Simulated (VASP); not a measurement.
Input of a VASP 6.6.1 run:

Contents of INCAR:

```
ALGO = Normal
EDIFF = 1E-6
ENCUT = 500
GGA = PE
GGA_COMPAT = False
ISIF = 2
ISMEAR = -1
LASPH = True
LCHARG = True
LELF = True
LREAL = False
LVHAR = True
LWAVE = False
NBANDS = 21
NELM = 120
PREC = Accurate
SIGMA = 0.02
```

KPOINTS

```
k-points
0
Gamma
  7 7 7
```

File POSCAR:

```
Sn
1.0
    0.0000000000      3.3422117311      3.3422117311
    3.3422117311      0.0000000000      3.3422117311
    3.3422117311      3.3422117311      0.0000000000
Sn
2
Direct
    0.0000000000      0.0000000000      0.0000000000
    0.2500000000      0.2500000000      0.2500000000
```

Potentials or basis: VASP PAW PBE potentials, release 64 (Sn_d).

Command:

```sh
$ cat potpaw_PBE.64/Sn_d/POTCAR > POTCAR
$ mpirun -np 1 vasp_std > vasp.out
```

(1) Predict the band gap on the k mesh.

(2) What does it give for the pressure?

## Answers

(1) zero (bands 14 and 15 overlap by 0.22 eV).

(2) -0.5 GPa.

Caveat: spin-orbit coupling is left out, which moves the levels of the heavy elements.
